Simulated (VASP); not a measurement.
The system is InGa2N3.

```
In Ga N
1.0
     4.90603    0.00000    0.00000
    -2.45302    4.24875    0.00000
     0.00000    0.00000    5.13628
In Ga N
1 2 3
Direct
  0.00000 0.00000 0.00000
  0.33333 0.66667 0.50000
  0.66667 0.33333 0.50000
  0.50000 0.00000 0.50000
  0.00000 0.50000 0.50000
  0.50000 0.50000 0.50000
```

The cell was generated, and may not be a known phase.

| Quantity | Value |
| --- | --- |
| Program | VASP 6.6.1 |
| Task | relaxation of cell and atoms |
| Functional | PBE |
| Potentials or basis | VASP PAW PBE potentials, release 64 (In_d, Ga_d, N_h) |
| Cutoff | 1330 eV |
| k mesh | 6 × 6 × 4 |
| Occupations | gaussian, width 0.1 eV |
| Spin | no spin polarisation |

At the start: pressure 109.5 GPa; volume 17.84 Å³/atom.

Problem. Where does the relaxation end?

Solution. Over 16 steps the energy falls by 3732.5 meV/atom and the volume is 18.61 Å³/atom (+4.3 %); space group P6/mmm (No. 191, to 0.1 Å) before and after.

Step by step:
| step | energy change (eV) | largest force (eV/Å) | pressure (GPa) | volume (Å³) |
| --- | --- | --- | --- | --- |
| 1 | 0.0000 | 0.0000 | 109.46 | 107.06 |
| 2 | -5.1771 | 0.0000 | -8.90 | 376.06 |
| 3 | -20.8282 | 0.0000 | -7.79 | 196.24 |
| 4 | -21.4318 | 0.0000 | -5.39 | 185.59 |
| 5 | -21.7328 | 0.0000 | 0.29 | 169.96 |
| 6 | -21.7454 | 0.0000 | -0.94 | 172.72 |
| 7 | -21.7903 | 0.0000 | -0.95 | 169.66 |
| 8 | -21.9202 | 0.0000 | -0.93 | 160.50 |
| 9 | -22.1567 | 0.0000 | -0.85 | 142.16 |
| 10 | -22.3575 | 0.0000 | 1.85 | 105.43 |
| 11 | -22.3627 | 0.0000 | -0.28 | 121.17 |
| 12 | -22.3875 | 0.0000 | 0.20 | 115.43 |
| 13 | -22.3925 | 0.0000 | 0.57 | 112.47 |
| 14 | -22.3929 | 0.0000 | 0.72 | 111.26 |
| 15 | -22.2908 | 0.0000 | -4.37 | 114.63 |
| 16 | -22.3951 | 0.0000 | 0.01 | 111.68 |

Final structure:
```cif
data_structure
_symmetry_space_group_name_H-M 'P 1'
_symmetry_Int_Tables_number 1
_cell_length_a 6.2714
_cell_length_b 6.2714
_cell_length_c 3.2789
_cell_angle_alpha 90.000
_cell_angle_beta 90.000
_cell_angle_gamma 120.000
_cell_volume 111.68
loop_
_atom_site_label
_atom_site_type_symbol
_atom_site_fract_x
_atom_site_fract_y
_atom_site_fract_z
_atom_site_occupancy
In1 In 0.00000 0.00000 0.00000 1
Ga1 Ga 0.33333 0.66667 0.50000 1
Ga2 Ga 0.66667 0.33333 0.50000 1
N1 N 0.50000 0.00000 0.50000 1
N2 N 0.00000 0.50000 0.50000 1
N3 N 0.50000 0.50000 0.50000 1
```

Caveat: a cell axis changed by over 15 % at a fixed basis, so the end point is rough.
